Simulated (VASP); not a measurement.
# Hf (P6_3/mmc) in VASP: notebook

Runs on Hf. Level: PBEsol. Tasks: single point.

Everything below comes from runs of VASP 6.6.1. Logs are shortened: lines on timing, memory, paths and dates and some standing lists are left out, and cuts for length are marked.

### 1 The cell of the first run

It takes space group P6_3/mmc (No. 194, hexagonal). The conventional cell has a = 2.343 Å, b = 2.343 Å, c = 4.089 Å, α = 90.00°, β = 90.00°, γ = 120.00°. Hf (site symmetry -6m2) has 12 Hf at 2.34 to 2.45 Å within 3.1 Å.

### 2 Single point, PBEsol

Contents of INCAR:

```
SYSTEM = Hf
ALGO = Normal
EDIFF = 1E-6
ENCUT = 500
GGA = PS
GGA_COMPAT = .FALSE.
ISIF = 2
ISMEAR = -1
LASPH = .TRUE.
LCHARG = .TRUE.
LELF = .TRUE.
LREAL = .FALSE.
LVHAR = .TRUE.
LWAVE = .FALSE.
NBANDS = 17
NELM = 120
PREC = Accurate
SIGMA = 0.08
```

Contents of KPOINTS:

```
k-points
0
G
  15 15 9
  0 0 0
```

Contents of POSCAR:

```
Hf
1.0
    2.3434077507      0.0000000000      0.0000000000
   -1.1717038753      2.0294506435      0.0000000000
    0.0000000000      0.0000000000      4.0885539121
Hf
2
Direct
    0.3333333333      0.6666666667      0.2500000000
    0.6666666667      0.3333333333      0.7500000000
```

Potentials or basis: VASP PAW PBE potentials, release 64 (Hf_pv).

On the command line:

```console
> cat potpaw_PBE.64/Hf_pv/POTCAR > POTCAR
> mpirun -np 1 vasp_std > vasp.out
```

OUTCAR:

```text
SYSTEM = Hf
   EDIFF = 1E-6
   ENCUT = 500
   GGA = PS
   ISIF = 2
   ISMEAR = -1
   LASPH = .TRUE.
   LREAL = .FALSE.
   NELM = 120
   PREC = Accurate

 ion  position               nearest neighbor table
   1  0.333  0.667  0.250-   2 2.45   2 2.45   2 2.45   2 2.45   2 2.45   2 2.45   2 3.39   2 3.39
                             2 3.39   2 3.39   2 3.39   2 3.39
   2  0.667  0.333  0.750-   1 2.45   1 2.45   1 2.45   1 2.45   1 2.45   1 2.45   1 3.39   1 3.39
                             1 3.39   1 3.39   1 3.39   1 3.39

  LATTYP: Found a hexagonal cell.
 ALAT       =     2.3434077507
 C/A-ratio  =     1.7447044420

  Lattice vectors:

 A1 = (   2.3434077507,   0.0000000000,   0.0000000000)
 A2 = (  -1.1717038753,   2.0294506435,   0.0000000000)
 A3 = (   0.0000000000,   0.0000000000,   4.0885539121)

Analysis of symmetry for initial positions (statically):
=====================================================================
 Subroutine PRICEL returns:
 Original cell was already a primitive cell.

 Routine SETGRP: Setting up the symmetry group for a
 hexagonal supercell.

 Subroutine GETGRP returns: Found 24 space group operations
 (whereof 12 operations were pure point group operations)
 out of a pool of 24 trial point group operations.

The static configuration has the point symmetry D_3d.
 The point group associated with its full space group is D_6h.

Analysis of symmetry for dynamics (positions and initial velocities):
=====================================================================
 Subroutine PRICEL returns:
 Original cell was already a primitive cell.

 Routine SETGRP: Setting up the symmetry group for a
 hexagonal supercell.

 Subroutine GETGRP returns: Found 24 space group operations
 (whereof 12 operations were pure point group operations)
 out of a pool of 24 trial point group operations.

The dynamic configuration has the point symmetry D_3d.
 The point group associated with its full space group is D_6h.

 Subroutine INISYM returns: Found 24 space group operations
 (whereof 12 operations are pure point group operations),
 and found     1 'primitive' translations

----------------------------------------------------------------------------------------

                                     Primitive cell

  volume of cell :      19.4445

  direct lattice vectors                    reciprocal lattice vectors
     2.343407751  0.000000000  0.000000000     0.426728980  0.246372092  0.000000000
    -1.171703875  2.029450644  0.000000000     0.000000000  0.492744183  0.000000000
     0.000000000  0.000000000  4.088553912     0.000000000  0.000000000  0.244585255

  length of vectors
     2.343407751  2.343407751  4.088553912     0.492744183  0.492744183  0.244585255

  position of ions in fractional coordinates (direct lattice)
     0.333333333  0.666666667  0.250000000
     0.666666667  0.333333333  0.750000000

  ion indices of the primitive-cell ions
   primitive index   ion index
                 1           1
                 2           2

----------------------------------------------------------------------------------------

 KPOINTS: k-points

Automatic generation of k-mesh.
 Grid dimensions read from file:
 generate k-points for:   15   15    9

 Generating k-lattice:

  Cartesian coordinates                     Fractional coordinates (reciprocal lattice)
     0.028448599  0.016424806  0.000000000     0.066666667  0.000000000  0.000000000
     0.000000000  0.032849612  0.000000000     0.000000000  0.066666667  0.000000000
     0.000000000  0.000000000  0.027176139     0.000000000  0.000000000  0.111111111

  Length of vectors
     0.032849612  0.032849612  0.027176139

  Shift w.r.t. Gamma in fractional coordinates (k-lattice)
     0.000000000  0.000000000  0.000000000

 Subroutine IBZKPT returns following result:
 ===========================================

 Found    135 irreducible k-points:

 Following reciprocal coordinates:
            Coordinates               Weight
  0.000000  0.000000  0.000000      1.000000
  0.066667 -0.000000  0.000000      6.000000
  0.133333  0.000000  0.000000      6.000000
  0.200000  0.000000  0.000000      6.000000
  0.266667  0.000000  0.000000      6.000000
  0.333333  0.000000  0.000000      6.000000
[... 16 lines left out ...]
  0.333333  0.200000  0.000000     12.000000
  0.400000  0.200000  0.000000      6.000000
 [... further k-points ...]
   k-points           NKPTS =    135   k-points in BZ     NKDIM =    135   number of bands    NBANDS=     17
   number of dos      NEDOS =    301   number of ions     NIONS =      2
   total plane-waves  NPLWV =   9720
   dimension x,y,z NGX =    18 NGY =   18 NGZ =   30
   dimension x,y,z NGXF=    36 NGYF=   36 NGZF=   60
   ions per type =               2
   NGX,Y,Z   is equivalent  to a cutoff of  12.77, 12.77, 12.20 a.u.
   NGXF,Y,Z  is equivalent  to a cutoff of  25.54, 25.54, 24.40 a.u.
 SYSTEM =  Hf
   PREC   = accura    normal or accurate (medium, high low for compatibility)
   ISTART =      0    job   : 0-new  1-cont  2-samecut
   ICHARG =      2    charge: 1-file 2-atom 10-const
   ISPIN  =      1    spin polarized calculation?
   LNONCOLLINEAR =      F non collinear calculations
   LSORBIT =      F    spin-orbit coupling
   LASPH  =      T    aspherical Exc in radial PAW
   ENCUT  =  500.0 eV  36.75 Ry    6.06 a.u.   4.27  4.27  7.45*2*pi/ulx,y,z
   NELM   =    120;   NELMIN=  2; NELMDL= -5     # of ELM steps
   EDIFF  = 0.1E-05   stopping-criterion for ELM
   LREAL  =      F    real-space projection
   EDIFFG = 0.1E-04   stopping-criterion for IOM
   NSW    =      0    number of steps for IOM
   IBRION =     -1    ionic relax: 0-MD 1-quasi-New 2-CG
   NFREE  =      0    steps in history (QN), initial steepest desc. (CG)
   ISIF   =      2    stress and relaxation
   ISYM   =      2    0-nonsym 1-usesym 2-fastsym
   POTIM  = 0.5000    time-step for ionic-motion
   TEBEG  =    0.0;   TEEND  =   0.0 temperature during run
   PSTRESS=    0.0 pullay stress
   NELECT =      20.0000    total number of electrons
   NUPDOWN=      -1.0000    fix difference up-down
   EMIN   =  10.00;   EMAX   =-10.00  energy-range for DOS
   EFERMI =   0.00;   METHOD = LEGACY
   ISMEAR =    -1;   SIGMA  =   0.08  broadening in eV -4-tet -1-fermi 0-gaus
   EFERMI_NEDOS =   21; number of points for ismear=-14 and -15
   IALGO  =     38    algorithm
   IMIX   =      4    mixing-type and parameters
     AMIX     =   0.40;   BMIX     =  1.00
     AMIX_MAG =   1.60;   BMIX_MAG =  1.00
  volume/ion in A,a.u.               =       9.72        65.61
  Fermi-wavevector in a.u.,A,eV,Ry     =   1.652543  3.122854 37.156134  2.730899
  Thomas-Fermi vector in A             =   2.741134
   LORBIT       =      0    0 simple, 1 ext, 2 COOP (PROOUT), +10 PAW based schemes
   GGA     = PS    functional components
   LHFCALC =     F    Hartree Fock is set to
   AEXX    =    0.0000 exact exchange contribution
   IVDW    =     0    specifies the selected vdW correction
   LEPSILON=     F    determine dielectric tensor
   LRPA    =     F    only Hartree local field effects (RPA)
 non-spin polarized calculation
  energy-cutoff  :      500.00
  volume of cell :       19.44
 maximum number of plane-waves:       517
 NGX is ok and might be reduce to    18
   NGX =  9   NGY =  9   NGZ = 15

 number of electron      19.9999999 magnetization

 Free energy of the ion-electron system (eV)
  ---------------------------------------------------
  ext. energy  EPLUGINS =         0.00000000
  ---------------------------------------------------
  free energy    TOTEN  =        -6.97084024 eV

  energy without entropy =       -6.95403381  energy(sigma->0) =       -6.96243703

 E-fermi :  12.2079     XC(G=0): -15.8279

 val. band max:       12.1981239846   @ k =   0.2000   0.2000   0.3333
 cond. band min:      12.2276041912   @ k =   0.2667   0.2000   0.3333
 fundamental gap:      0.0294802066
 Fermi energy:        12.2078783670

 k-point     1 :       0.0000    0.0000    0.0000
  band No.  band energies     occupation
      1     -22.4669      2.00000
      2     -15.0715      2.00000
      3     -14.9962      2.00000
      4     -14.9962      2.00000
      5     -14.2628      2.00000
      6     -14.2628      2.00000
[... 9 lines left out ...]
     16      19.9546      0.00000
     17      23.7312      0.00000

 k-point     2 :       0.0667   -0.0000    0.0000
  band No.  band energies     occupation
      1     -22.3685      2.00000
      2     -15.4316      2.00000
      3     -15.1123      2.00000
      4     -15.0889      2.00000
      5     -14.6875      2.00000
      6     -14.3140      2.00000
[... 9 lines left out ...]
     16      18.8247      0.00000
     17      24.1324      0.00000

 k-point     3 :       0.1333    0.0000    0.0000
  band No.  band energies     occupation
      1     -22.0784      2.00000
      2     -16.5736      2.00000
      3     -15.7860      2.00000
      4     -15.4173      2.00000
      5     -15.1492      2.00000
      6     -14.4697      2.00000
[... 9 lines left out ...]
     16      17.6057      0.00000
     17      24.9513      0.00000

 k-point     4 :       0.2000    0.0000    0.0000
  band No.  band energies     occupation
      1     -21.6120      2.00000
      2     -18.0720      2.00000
      3     -17.2086      2.00000
      4     -15.8228      2.00000
      5     -15.2741      2.00000
      6     -14.7115      2.00000
[... 9 lines left out ...]
     16      18.3042      0.00000
     17      25.6855      0.00000
[... 343 lines left out ...]
      1     -21.0613      2.00000
      2     -20.5061      2.00000
      3     -19.4279      2.00000
      4     -18.0972      2.00000
      5     -17.0737      2.00000
      6     -16.2744      2.00000
[... 9 lines left out ...]
     16      23.9474      0.00000
     17      26.8746      0.00000

 k-point    23 :       0.3333    0.2000    0.0000
  band No.  band energies     occupation
      1     -21.5946      2.00000
      2     -20.6842      2.00000
      3     -18.7792      2.00000
      4     -18.6936      2.00000
      5     -17.4535      2.00000
      6     -16.7178      2.00000
[... 9 lines left out ...]
     16      24.0122      0.00000
     17      26.8493      0.00000

 k-point    24 :       0.4000    0.2000    0.0000
  band No.  band energies     occupation
      1     -21.7804      2.00000
      2     -20.7262      2.00000
      3     -18.9250      2.00000
      4     -18.4498      2.00000
      5     -17.5817      2.00000
      6     -16.9739      2.00000
[... 9 lines left out ...]
     16      24.0181      0.00000
     17      26.8237      0.00000

 [... further k-points ...]

------------------------ aborting loop because EDIFF is reached ----------------------------------------

  FORCE on cell =-STRESS in cart. coord.  units (eV):
  Direction    XX          YY          ZZ          XY          YZ          ZX
  --------------------------------------------------------------------------------------
  -------------------------------------------------------------------------------------
  Total       43.9878635     43.9878635     43.8309763      0.0000000      0.0000000      0.0000000
  in kB     3624.4938453   3624.4938452   3611.5667221      0.0000001      0.0000000      0.0000000
  external PRESSURE =    3620.1848042 kB  Pullay stress =       0.0000000 kB

 VOLUME and BASIS-vectors are now :
 -----------------------------------------------------------------------------
  energy-cutoff  :      500.00
  volume of cell :       19.44
      direct lattice vectors                 reciprocal lattice vectors
     2.343407751  0.000000000  0.000000000     0.426728980  0.246372092  0.000000000
    -1.171703875  2.029450644  0.000000000     0.000000000  0.492744183  0.000000000
     0.000000000  0.000000000  4.088553912     0.000000000  0.000000000  0.244585255

 POSITION                                       TOTAL-FORCE (eV/Angst)
 -----------------------------------------------------------------------------------
     -0.00000      1.35297      1.02214         0.000000     -0.000000      0.000000
      1.17170      0.67648      3.06642        -0.000000      0.000000      0.000000
 -----------------------------------------------------------------------------------
    total drift:                               -0.000000      0.000000     -0.000000

  FREE ENERGIE OF THE ION-ELECTRON SYSTEM (eV)
  ---------------------------------------------------
  free  energy   TOTEN  =        -6.9708402390 eV

  energy  without entropy=       -6.9540338125  energy(sigma->0) =       -6.96243703
```

It took 22 s on 1 thread of AMD EPYC 9R45 (Zen 5), shared host; peak memory 0.12 GiB.

Results:

```yaml
Free_energy: -6.9708 eV
Pressure: 362.0 GPa
Band_gap_on_the_k_mesh: zero (bands 10 and 11 overlap by 1.97 eV)
```

Stress tensor (GPa, compression positive):
```
362.45   0.00   0.00
  0.00 362.45   0.00
  0.00   0.00 361.16
```

Levels at points of the mesh, in eV from the Fermi level:
```csv
k point,band 8,band 9,band 10,band 11,band 12,band 13
"(0.00, 0.00, 0.00)",-6.28,-0.86,1.01,1.01,2.67,2.67
```

Caveat: the cell stands under pressure; the PAW data sets were made with another functional, which shifts forces and pressure a little; spin-orbit coupling is left out, which moves the levels of the heavy elements.

### 3 Single point, PBEsol (9.72 Å³/atom)

Contents of INCAR:

```
  PREC = Accurate
  ENCUT = 500
  EDIFF = 1E-6
  ISMEAR = -1
  SIGMA = 0.08
  LREAL = F
  LASPH = T
  NELM = 120
  ALGO = Normal
  ISIF = 2
  LWAVE = F
  LCHARG = F
  GGA = PS
  NBANDS = 17
  GGA_COMPAT = F
```

Contents of KPOINTS:

```
Automatic mesh
0
Gamma
  15 15 9
```

Contents of POSCAR:

```
Hf
1.0
    2.3434077507      0.0000000000      0.0000000000
   -1.1717038754      2.0294506435      0.0000000000
    0.0000000000      0.0000000000      4.0885539121
Hf
2
Direct
    0.3333333333      0.6666666667      0.2500000000
    0.6666666667      0.3333333333      0.7500000000
```

Potentials or basis: VASP PAW PBE potentials, release 64 (Hf_pv).

On the command line:

```console
> cat potpaw_PBE.64/Hf_pv/POTCAR > POTCAR
> mpirun -np 1 vasp_std > vasp.out
```

Run time: 22 s. Hardware: 1 thread of AMD EPYC 9R45 (Zen 5), shared host; peak memory 0.12 GiB.

The run converged. Its results:

```
Free energy            : -6.9708 eV
Pressure               : 362.0 GPa
Band gap on the k mesh : zero (bands 10 and 11 overlap by 1.97 eV)
```

Stress tensor (GPa, compression positive):
```
362.45   0.00   0.00
  0.00 362.45   0.00
  0.00   0.00 361.16
```

Levels at points of the mesh, in eV from the Fermi level:
```csv
k point,band 6,band 7,band 8,band 9,band 10,band 11,band 12,band 13,band 14,band 15
"(0.00, 0.00, 0.00)",-26.47,-7.56,-6.28,-0.86,1.01,1.01,2.67,2.67,6.16,6.16
```

Caveat: the cell stands under pressure; the PAW data sets were made with another functional, which shifts forces and pressure a little; spin-orbit coupling is left out, which moves the levels of the heavy elements.

### 4 Single point, PBEsol (9.72 Å³/atom)

Contents of INCAR:

```
SYSTEM = Hf
PREC = Accurate
ENCUT = 500
EDIFF = 1E-6
ISMEAR = -1
SIGMA = 0.08
LREAL = .FALSE.
LASPH = .TRUE.
NELM = 120
ALGO = Normal
ISIF = 2
LWAVE = .FALSE.
LCHARG = .FALSE.
GGA = PS
NBANDS = 17
GGA_COMPAT = .FALSE.
```

Contents of KPOINTS:

```
Automatic mesh
0
G
  15 15 9
  0 0 0
```

POSCAR is that of step 3.

Potentials or basis: VASP PAW PBE potentials, release 64 (Hf_pv).

On the command line:

```console
> cat potpaw_PBE.64/Hf_pv/POTCAR > POTCAR
> mpirun -np 1 vasp_std > vasp.out
```

OUTCAR:

```text
SYSTEM = Hf
   PREC = Accurate
   ENCUT = 500
   EDIFF = 1E-6
   ISMEAR = -1
   LREAL = .FALSE.
   LASPH = .TRUE.
   NELM = 120
   ISIF = 2
   GGA = PS

 ion  position               nearest neighbor table
   1  0.333  0.667  0.250-   2 2.45   2 2.45   2 2.45   2 2.45   2 2.45   2 2.45   2 3.39   2 3.39
                             2 3.39   2 3.39   2 3.39   2 3.39
   2  0.667  0.333  0.750-   1 2.45   1 2.45   1 2.45   1 2.45   1 2.45   1 2.45   1 3.39   1 3.39
                             1 3.39   1 3.39   1 3.39   1 3.39

  LATTYP: Found a hexagonal cell.
 ALAT       =     2.3434077507
 C/A-ratio  =     1.7447044420
[... 673 lines left out ...]

  FORCE on cell =-STRESS in cart. coord.  units (eV):
  Direction    XX          YY          ZZ          XY          YZ          ZX
  --------------------------------------------------------------------------------------
  -------------------------------------------------------------------------------------
  Total       43.9878635     43.9878635     43.8309764     -0.0000000      0.0000000      0.0000000
  in kB     3624.4938431   3624.4938430   3611.5667273     -0.0000001      0.0000000      0.0000000
  external PRESSURE =    3620.1848045 kB  Pullay stress =       0.0000000 kB

 VOLUME and BASIS-vectors are now :
 -----------------------------------------------------------------------------
  energy-cutoff  :      500.00
  volume of cell :       19.44
      direct lattice vectors                 reciprocal lattice vectors
     2.343407751  0.000000000  0.000000000     0.426728980  0.246372092  0.000000000
    -1.171703875  2.029450644  0.000000000     0.000000000  0.492744183  0.000000000
     0.000000000  0.000000000  4.088553912     0.000000000  0.000000000  0.244585255

 POSITION                                       TOTAL-FORCE (eV/Angst)
 -----------------------------------------------------------------------------------
     -0.00000      1.35297      1.02214        -0.000000     -0.000000      0.000000
      1.17170      0.67648      3.06642         0.000000      0.000000      0.000000
 -----------------------------------------------------------------------------------
    total drift:                               -0.000000      0.000000     -0.000000

  FREE ENERGIE OF THE ION-ELECTRON SYSTEM (eV)
  ---------------------------------------------------
  free  energy   TOTEN  =        -6.9708402403 eV

  energy  without entropy=       -6.9540338138  energy(sigma->0) =       -6.96243703
```

It took 21 s on 1 thread of AMD EPYC 9R45 (Zen 5), shared host; peak memory 0.12 GiB.

Results:

```yaml
Free_energy: -6.9708 eV
Pressure: 362.0 GPa
Band_gap_on_the_k_mesh: zero (bands 10 and 11 overlap by 1.97 eV)
```

Stress tensor (GPa, compression positive):
```
362.45   0.00   0.00
  0.00 362.45   0.00
  0.00   0.00 361.16
```

Levels at points of the mesh, in eV from the Fermi level:
```tsv
k point	band 7	band 8	band 9	band 10	band 11	band 12	band 13	band 14
(0.00, 0.00, 0.00)	-7.56	-6.28	-0.86	1.01	1.01	2.67	2.67	6.16
```

Caveat: the cell stands under pressure; the PAW data sets were made with another functional, which shifts forces and pressure a little; spin-orbit coupling is left out, which moves the levels of the heavy elements.
